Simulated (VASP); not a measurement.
PbO:

```
CELL_PARAMETERS angstrom
3.99000 0.00000 0.00000
0.00000 3.99000 0.00000
0.00000 0.00000 5.01000
ATOMIC_POSITIONS crystal
Pb 0.50000 0.00000 0.76000
Pb 0.00000 0.50000 0.24000
O 0.50000 0.50000 0.00000
O 0.00000 0.00000 0.00000
```

| Item | Value |
| --- | --- |
| Program | VASP 6.6.1 |
| Task | relaxation of cell and atoms |
| Functional | r2SCAN |
| Potentials or basis | VASP PAW PBE potentials, release 64 (Pb_d, O) |
| Cutoff | 660 eV |
| k mesh | 7 × 7 × 6 |
| Occupations | fermi-dirac, width 0.05 eV |
| Spin | no spin polarisation |

At the start: pressure 0.1 GPa; volume 19.94 Å³/atom.

Question: Where does the relaxation end?

Answer: Over 11 steps the energy falls by 4.4 meV/atom and the volume is 21.03 Å³/atom (+5.5 %); space group P4/nmm (No. 129, to 0.1 Å) before and after.

Step by step:
```csv
step,energy change (eV),largest force (eV/Å),pressure (GPa),volume (Å³)
1,0.0000,0.2955,0.10,79.76
2,-0.0055,0.0586,0.69,79.90
3,-0.0059,0.0216,0.90,79.95
4,-0.0092,0.0133,0.24,80.93
5,-0.0096,0.0307,-0.07,81.42
6,-0.0107,0.0231,-0.05,81.61
7,-0.0136,0.0007,0.02,82.16
8,-0.0168,0.0516,0.19,83.24
9,-0.0171,0.0763,0.29,83.76
10,-0.0160,0.1382,-0.65,84.88
11,-0.0175,0.0054,-0.03,84.13
```

Final structure:
```
Pb O
1.0
     3.99903    0.00000    0.00000
     0.00000    3.99903    0.00000
     0.00000    0.00000    5.26051
Pb O
2 2
Cartesian
  1.9995 0.0000 4.0723
  0.0000 1.9995 1.1882
  1.9995 1.9995 0.0000
  0.0000 0.0000 0.0000
```

Caveat: the PAW data sets were made with another functional, which shifts forces and pressure a little.
